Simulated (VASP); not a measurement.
Here is a VASP 6.6.1 calculation.

File INCAR:

```
PREC     = Accurate       # precision mode
ENCUT    = 520            # plane-wave cutoff, eV
EDIFF    = 1E-6           # SCF threshold, eV
ISMEAR   = 0              # smearing method
SIGMA    = 0.05           # smearing width, eV
LREAL    = False          # projectors in reciprocal space
LASPH    = True           # aspherical terms in the spheres
NELM     = 60             # most SCF steps
ALGO     = Fast           # electronic algorithm
ISIF     = 2              # what is computed and relaxed
LWAVE    = False          # write WAVECAR
LCHARG   = False          # write CHGCAR
NBANDS   = 16             # bands
```

KPOINTS

```
Automatic mesh
0
Gamma
  8 8 6
```

The input POSCAR:

```
K
1.0
    2.4379623500     -4.0476104500      0.0000000000
    2.4379623500      4.0476104500      0.0000000000
    0.0000000000      0.0000000000      7.8117980100
K
2
Direct
    0.8082600526      0.1917399474      0.2500000000
    0.1793869800      0.8206130200      0.7500000000
```

Potentials or basis: VASP PAW LDA potentials, release 64 (K_sv).

Launch:

```console
$ cat potpaw_LDA.64/K_sv/POTCAR > POTCAR
$ mpirun -np 1 vasp_std > vasp.out
```

Problem. Estimate the band gap on the k mesh.

Solution. Zero (bands 9 and 10 overlap by 2.49 eV).

Problem. Predict the largest force.

Solution. 0.006 eV/Å.

Problem. What does it give for the pressure?

Solution. -0.6 GPa.

Stress tensor (GPa, compression positive):
```
-0.55  0.00  0.00
 0.00 -0.52  0.00
 0.00  0.00 -0.69
```
